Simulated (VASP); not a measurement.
# Si7Ge (R3m) in VASP: single point with r2SCAN

Aim: the single point of Si7Ge with r2SCAN.

Program: VASP 6.6.1. These are calculated values, not measurements. Logs are shortened: lines on timing, memory, paths and dates and some standing lists are left out, and cuts for length are marked.

### 1 The cell of the first run

The structure is trigonal, space group R3m (No. 160). The conventional cell has a = 7.729 Å, b = 7.729 Å, c = 9.466 Å, α = 90.00°, β = 90.00°, γ = 120.00°. Within 3.0 Å of Si (site symmetry 3m) lie 1 Ge at 2.24 Å and 3 Si at 2.36 Å. Si (site symmetry m) has 4 Si at 2.36 Å within 3.1 Å. Within 3.1 Å of Si (site symmetry m) lie 3 Si at 2.36 Å and 1 Ge at 2.45 Å. Within 3.0 Å of Ge (site symmetry 3m) lie 4 Si at 2.24 to 2.45 Å.

### 2 Single point, r2SCAN (atom 8 (Ge) moved +0.150 Å towards its neighbour atom 1 (Si) at 2.391 Å)

The input, POSCAR:

```
Si7Ge
1.0
    5.4653950700      0.0000000000      0.0000000000
    0.0000000000      5.4653950700      0.0000000000
    0.0000000000      0.0000000000      5.4653950700
Si Ge
7 1
Direct
    0.2526152100      0.2526152100      0.2526152100
    0.0000000000      0.5000000000      0.5000000000
    0.5000000000      0.5000000000      0.0000000000
    0.5000000000      0.0000000000      0.5000000000
    0.7473847900      0.2526152100      0.7473847900
    0.7473847900      0.7473847900      0.2526152100
    0.2526152100      0.7473847900      0.7473847900
    0.0158456140      0.0158456140      0.0158456140
```

The input, INCAR.step1:

```
SYSTEM = Si7Ge
PREC = Accurate
ENCUT = 520
ISMEAR = 0
SIGMA = 0.05
LREAL = .FALSE.
LASPH = .TRUE.
NELM = 100
NBANDS = 31
GGA = PE
ALGO = Normal
EDIFF = 1E-4
LWAVE = .TRUE.
LCHARG = .FALSE.
```

The input, INCAR.step2:

```
SYSTEM = Si7Ge
PREC = Accurate
ENCUT = 520
EDIFF = 1E-6
ISMEAR = 0
SIGMA = 0.05
LREAL = .FALSE.
LASPH = .TRUE.
NELM = 100
ALGO = Normal
ISIF = 2
LWAVE = .FALSE.
LCHARG = .FALSE.
METAGGA = R2SCAN
LMIXTAU = .TRUE.
NBANDS = 31
ISTART = 1
```

The input, KPOINTS:

```
Automatic mesh
0
G
  6 6 6
  0 0 0
```

Potentials or basis: VASP PAW PBE potentials, release 64 (Si, Ge_d).

On the command line:

```console
cat potpaw_PBE.64/Si/POTCAR potpaw_PBE.64/Ge_d/POTCAR > POTCAR
cp INCAR.step1 INCAR
mpirun -np 1 vasp_std > vasp.out
cp INCAR.step2 INCAR
mpirun -np 1 vasp_std > vasp.out
```

OUTCAR:

```text
SYSTEM = Si7Ge
   PREC = Accurate
   ENCUT = 520
   EDIFF = 1E-6
   ISMEAR = 0
   LREAL = .FALSE.
   LASPH = .TRUE.
   NELM = 100
   ISIF = 2
   METAGGA = R2SCAN
   ISTART = 1

 ion  position               nearest neighbor table
   1  0.253  0.253  0.253-   8 2.24   3 2.36   4 2.36   2 2.36
   2  0.000  0.500  0.500-   1 2.36   5 2.36   6 2.36   7 2.36
   3  0.500  0.500  0.000-   1 2.36   5 2.36   6 2.36   7 2.36
   4  0.500  0.000  0.500-   1 2.36   5 2.36   6 2.36   7 2.36
   5  0.747  0.253  0.747-   2 2.36   3 2.36   4 2.36   8 2.45
   6  0.747  0.747  0.253-   2 2.36   3 2.36   4 2.36   8 2.45
   7  0.253  0.747  0.747-   2 2.36   3 2.36   4 2.36   8 2.45
   8  0.016  0.016  0.016-   1 2.24   5 2.45   6 2.45   7 2.45

  LATTYP: Found a simple cubic cell.
 ALAT       =     5.4653950700

  Lattice vectors:

 A1 = (   5.4653950700,   0.0000000000,   0.0000000000)
 A2 = (   0.0000000000,   5.4653950700,   0.0000000000)
 A3 = (   0.0000000000,   0.0000000000,   5.4653950700)

Analysis of symmetry for initial positions (statically):
=====================================================================
 Subroutine PRICEL returns:
 Original cell was already a primitive cell.

 Routine SETGRP: Setting up the symmetry group for a
 simple cubic supercell.

 Subroutine GETGRP returns: Found  6 space group operations
 (whereof  6 operations were pure point group operations)
 out of a pool of 48 trial point group operations.

The static configuration has the point symmetry C_3v.

Analysis of symmetry for dynamics (positions and initial velocities):
=====================================================================
 Subroutine PRICEL returns:
 Original cell was already a primitive cell.

 Routine SETGRP: Setting up the symmetry group for a
 simple cubic supercell.

 Subroutine GETGRP returns: Found  6 space group operations
 (whereof  6 operations were pure point group operations)
 out of a pool of 48 trial point group operations.

The dynamic configuration has the point symmetry C_3v.

 Subroutine INISYM returns: Found  6 space group operations
 (whereof  6 operations are pure point group operations),
 and found     1 'primitive' translations

[... 107 lines left out ...]
   LREAL  =      F    real-space projection
   EDIFFG = 0.1E-04   stopping-criterion for IOM
   NSW    =      0    number of steps for IOM
   IBRION =     -1    ionic relax: 0-MD 1-quasi-New 2-CG
   NFREE  =      0    steps in history (QN), initial steepest desc. (CG)
   ISIF   =      2    stress and relaxation
   ISYM   =      2    0-nonsym 1-usesym 2-fastsym
   POTIM  = 0.5000    time-step for ionic-motion
   TEBEG  =    0.0;   TEEND  =   0.0 temperature during run
   PSTRESS=    0.0 pullay stress
   NELECT =      42.0000    total number of electrons
   NUPDOWN=      -1.0000    fix difference up-down
   EMIN   =  10.00;   EMAX   =-10.00  energy-range for DOS
   EFERMI =   0.00;   METHOD = LEGACY
   ISMEAR =     0;   SIGMA  =   0.05  broadening in eV -4-tet -1-fermi 0-gaus
   EFERMI_NEDOS =   21; number of points for ismear=-14 and -15
   IALGO  =     38    algorithm
   IMIX   =      4    mixing-type and parameters
     AMIX     =   0.40;   BMIX     =  1.00
     AMIX_MAG =   1.60;   BMIX_MAG =  1.00
  volume/ion in A,a.u.               =      20.41       137.71
  Fermi-wavevector in a.u.,A,eV,Ry     =   1.041205  1.967593 14.750191  1.084108
  Thomas-Fermi vector in A             =   2.175816
   LORBIT       =      0    0 simple, 1 ext, 2 COOP (PROOUT), +10 PAW based schemes
   METAGGA = R2SCAN    functional components
   LHFCALC =     F    Hartree Fock is set to
   AEXX    =    0.0000 exact exchange contribution
   IVDW    =     0    specifies the selected vdW correction
   LEPSILON=     F    determine dielectric tensor
   LRPA    =     F    only Hartree local field effects (RPA)
 non-spin polarized calculation
 Gauss-broadening in eV      SIGMA  =   0.05
  energy-cutoff  :      520.00
  volume of cell :      163.25
 maximum number of plane-waves:      4436
 NGX is ok and might be reduce to    42
   NGX = 21   NGY = 21   NGZ = 21

 number of electron      41.9999985 magnetization

 Free energy of the ion-electron system (eV)
  ---------------------------------------------------
  ext. energy  EPLUGINS =         0.00000000
  ---------------------------------------------------
  free energy    TOTEN  =       -75.09092569 eV

  energy without entropy =      -75.09092569  energy(sigma->0) =      -75.09092569

 E-fermi :   5.9131     XC(G=0):  -9.9797

 val. band max:        5.6636078713   @ k =   0.0000   0.0000   0.0000
 cond. band min:       6.1588840348   @ k =   0.0000   0.0000   0.0000
 fundamental gap:      0.4952761635
 Fermi energy:         5.9131131412

 k-point     1 :       0.0000    0.0000    0.0000
  band No.  band energies     occupation
      1     -19.2590      2.00000
      2     -19.2395      2.00000
      3     -19.2395      2.00000
      4     -19.2139      2.00000
      5     -19.2139      2.00000
      6      -7.0587      2.00000
[... 805 lines left out ...]
     30      10.4619      0.00000
     31      10.6242      0.00000

 [... further k-points ...]

------------------------ aborting loop because EDIFF is reached ----------------------------------------

  FORCE on cell =-STRESS in cart. coord.  units (eV):
  Direction    XX          YY          ZZ          XY          YZ          ZX
  --------------------------------------------------------------------------------------
  -------------------------------------------------------------------------------------
  Total        0.2330988      0.2330988      0.2330988      1.0418043      1.0418043      1.0418043
  in kB        2.2876305      2.2876305      2.2876305     10.2242639     10.2242639     10.2242639
  external PRESSURE =       2.2876305 kB  Pullay stress =       0.0000000 kB

 VOLUME and BASIS-vectors are now :
 -----------------------------------------------------------------------------
  energy-cutoff  :      520.00
  volume of cell :      163.25
      direct lattice vectors                 reciprocal lattice vectors
     5.465395070  0.000000000  0.000000000     0.182969390  0.000000000  0.000000000
     0.000000000  5.465395070  0.000000000     0.000000000  0.182969390  0.000000000
     0.000000000  0.000000000  5.465395070     0.000000000  0.000000000  0.182969390

 POSITION                                       TOTAL-FORCE (eV/Angst)
 -----------------------------------------------------------------------------------
      1.38064      1.38064      1.38064         0.918360      0.918360      0.918360
      0.00000      2.73270      2.73270        -0.144696      0.080803      0.080803
      2.73270      2.73270      0.00000         0.080803      0.080803     -0.144696
      2.73270      0.00000      2.73270         0.080803     -0.144696      0.080803
      4.08475      1.38064      4.08475         0.288130     -0.111852      0.288130
      4.08475      4.08475      1.38064         0.288130      0.288130     -0.111852
      1.38064      4.08475      4.08475        -0.111852      0.288130      0.288130
      0.08660      0.08660      0.08660        -1.399678     -1.399678     -1.399678
 -----------------------------------------------------------------------------------
    total drift:                                0.004833      0.004833      0.004850

  FREE ENERGIE OF THE ION-ELECTRON SYSTEM (eV)
  ---------------------------------------------------
  free  energy   TOTEN  =       -75.0909256875 eV

  energy  without entropy=      -75.0909256875  energy(sigma->0) =      -75.09092569
```

OSZICAR.step1:

```text
N       E                     dE             d eps       ncg     rms          rms(c)
DAV:   1     0.223535393565E+03    0.22354E+03   -0.17131E+04  2586   0.182E+03
DAV:   2    -0.891954573508E+01   -0.23245E+03   -0.21897E+03  2174   0.491E+02
DAV:   3    -0.414436556010E+02   -0.32524E+02   -0.31997E+02  2418   0.102E+02
DAV:   4    -0.428817585075E+02   -0.14381E+01   -0.14354E+01  2578   0.241E+01
DAV:   5    -0.429184800420E+02   -0.36722E-01   -0.36717E-01  2481   0.389E+00    0.935E+00
DAV:   6    -0.424548185324E+02    0.46366E+00   -0.24847E-01  2370   0.228E+00    0.567E+00
DAV:   7    -0.422455031807E+02    0.20932E+00   -0.49292E-01  2183   0.299E+00    0.364E-01
DAV:   8    -0.422495673745E+02   -0.40642E-02   -0.38994E-02  2536   0.139E+00    0.195E-01
DAV:   9    -0.422506747988E+02   -0.11074E-02   -0.27603E-03  2429   0.333E-01    0.127E-01
DAV:  10    -0.422508561642E+02   -0.18137E-03   -0.33350E-04  2365   0.863E-02    0.618E-02
DAV:  11    -0.422509659580E+02   -0.10979E-03   -0.17049E-04  1935   0.767E-02    0.141E-02
DAV:  12    -0.422509661476E+02   -0.18963E-06   -0.10209E-05  1412   0.214E-02
   1 F= -.42250966E+02 E0= -.42250966E+02  d E =-.155354E-07
```

It took 3.6 min on 1 thread of Intel Xeon 6975P-C (Granite Rapids), shared host; peak memory 0.36 GiB.

Results:

```
Free energy            : -75.0909 eV
Pressure               : 0.2 GPa
Largest force          : 2.424 eV/Å
Band gap on the k mesh : 0.50 eV
```

Forces in eV/Å, atoms in the order of the input:
```
Si   0.918  0.918  0.918
Si  -0.145  0.081  0.081
Si   0.081  0.081 -0.145
Si   0.081 -0.145  0.081
Si   0.288 -0.112  0.288
Si   0.288  0.288 -0.112
Si  -0.112  0.288  0.288
Ge  -1.400 -1.400 -1.400
```

Caveat: the cell differs from its parent crystal (atom 8 (Ge) moved +0.150 Å towards its neighbour atom 1 (Si) at 2.391 Å); semilocal functionals underestimate gaps, and a narrow one can read as zero; the PAW data sets were made with another functional, which shifts forces and pressure a little. A k mesh can miss the band edges.
